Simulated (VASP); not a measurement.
The system is SnO2.

```
Sn O
1.0
     1.80231    1.04056    5.48762
    -1.80231    1.04056    5.48762
     0.00000   -2.08113    5.48762
Sn O
1 2
Direct
  0.20010 0.20010 0.20010
  0.49187 0.49187 0.49187
  0.33333 0.33333 0.33333
```

| Property | Result |
| --- | --- |
| Program | VASP 6.6.1 |
| Task | relaxation of cell and atoms |
| Functional | PBE |
| Dispersion | D3(BJ) |
| Potentials or basis | VASP PAW PBE potentials, release 64 (Sn_d, O) |
| Cutoff | 600 eV |
| k mesh | 6 × 6 × 6 |
| Occupations | gaussian, width 0.1 eV |
| Spin | no spin polarisation |

At the start: pressure -10.7 GPa; volume 20.58 Å³/atom.

**Question.** How do energy, volume and symmetry change on relaxing?

**Answer.** Over 18 steps the energy falls by 282.4 meV/atom and the volume is 18.01 Å³/atom (-12.5 %); space group R3m (No. 160, to 0.1 Å) before and after.

Step by step:
| step | energy change (eV) | largest force (eV/Å) | pressure (GPa) | volume (Å³) |
| --- | --- | --- | --- | --- |
| 1 | 0.0000 | 3.4506 | -10.69 | 61.75 |
| 2 | 0.2224 | 10.7508 | 20.46 | 50.07 |
| 3 | -0.4526 | 2.9510 | -8.71 | 58.42 |
| 4 | -0.7100 | 1.9803 | -6.17 | 56.41 |
| 5 | -0.7884 | 1.6133 | 1.53 | 53.39 |
| 6 | -0.8199 | 0.4111 | -2.44 | 54.63 |
| 7 | -0.8225 | 0.2979 | -1.76 | 54.38 |
| 8 | -0.8221 | 0.3745 | -1.32 | 54.24 |
| 9 | -0.8376 | 0.2513 | 1.15 | 52.55 |
| 10 | -0.8396 | 0.0906 | 0.45 | 52.97 |
| 11 | -0.8420 | 0.1726 | 0.07 | 53.26 |
| 12 | -0.8436 | 0.2829 | -0.45 | 53.67 |
| 13 | -0.8446 | 0.2146 | -0.39 | 53.72 |
| 14 | -0.8463 | 0.0163 | -0.17 | 53.88 |
| 15 | -0.8464 | 0.0725 | -0.12 | 53.93 |
| 16 | -0.8467 | 0.0609 | -0.09 | 53.95 |
| 17 | -0.8471 | 0.0406 | -0.01 | 54.02 |
| 18 | -0.8471 | 0.0390 | -0.04 | 54.03 |

Final structure:
```
Sn O
1.0
     1.73470    1.00153    5.18311
    -1.73470    1.00153    5.18311
     0.00000   -2.00306    5.18311
Sn O
1 2
Direct
  0.20570 0.20570 0.20570
  0.49382 0.49382 0.49382
  0.32578 0.32578 0.32578
```
